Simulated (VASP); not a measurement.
Set up this calculation in VASP 6.6.1, as the native input.

```
Task                   : relaxation of cell and atoms
Functional             : LDA
Potentials or basis    : VASP PAW LDA potentials, release 64 (Ta_pv, N)
Cutoff                 : 600 eV
k mesh                 : 18 × 18 × 14
Occupations            : fermi-dirac, width 0.15 eV
Spin                   : no spin polarisation
Target pressure        : 4 GPa
Dipole correction      : no
Further INCAR settings : ALGO = Normal; EDIFF = 1e-07; IBRION = 2; EDIFFG = -0.001; NSW = 80; ISIF = 3
```

The structure of TaN lies in POSCAR:

```
TaN
1.0
    2.9068983747      0.0000000000      0.0000000000
   -1.4534491874      2.5174478387      0.0000000000
    0.0000000000      0.0000000000      2.8508655672
Ta N
1 1
Direct
    0.3333333333      0.6666666667      0.5000000000
    0.0000000000      0.0000000000      0.0000000000
```

The input as run:

INCAR

```
PREC     = Accurate       # precision mode
ENCUT    = 600            # plane-wave cutoff, eV
EDIFF    = 1E-7           # SCF threshold, eV
ISMEAR   = -1             # smearing method
SIGMA    = 0.15           # smearing width, eV
LREAL    = False          # projectors in reciprocal space
LASPH    = True           # aspherical terms in the spheres
NELM     = 100            # most SCF steps
ALGO     = Normal         # electronic algorithm
ISIF     = 3              # what is computed and relaxed
LWAVE    = False          # write WAVECAR
LCHARG   = False          # write CHGCAR
IBRION   = 2              # ionic algorithm
NSW      = 80             # ionic steps
EDIFFG   = -0.001         # ionic threshold
PSTRESS  = 40.0
```

KPOINTS

```
regular mesh
0
Gamma
  18 18 14
```

Potentials or basis: VASP PAW LDA potentials, release 64 (Ta_pv, N).

Run with:

```console
$ cat potpaw_LDA.64/Ta_pv/POTCAR potpaw_LDA.64/N/POTCAR > POTCAR
$ mpirun -np 1 vasp_std > vasp.out
```

Results of the run:

```json
{
  "Relaxed volume": "10.38 Å³/atom",
  "Relaxed cell": "a = 2.901 Å, b = 2.901 Å, c = 2.847 Å, α = 90.00°, β = 90.00°, γ = 120.00°",
  "Space group after relaxing (to 0.1 Å)": "P-6m2 (No. 187)",
  "Energy change on relaxing (the run minimises the enthalpy)": "+1.0 meV/atom",
  "Ionic steps": "8",
  "Pressure after relaxing": "4.0 GPa",
  "Band gap on the k mesh": "zero (bands 8 and 9 overlap by 0.38 eV)"
}
```

Caveat: the cell is relaxed towards a set pressure, so the run minimises the enthalpy, not the energy; spin-orbit coupling is left out, which moves the levels of the heavy elements.

Run time: 2.4 min on 1 thread of AMD EPYC 9R45 96-Core Processor (Zen 5), with other jobs on the host, peak memory 0.19 GiB.
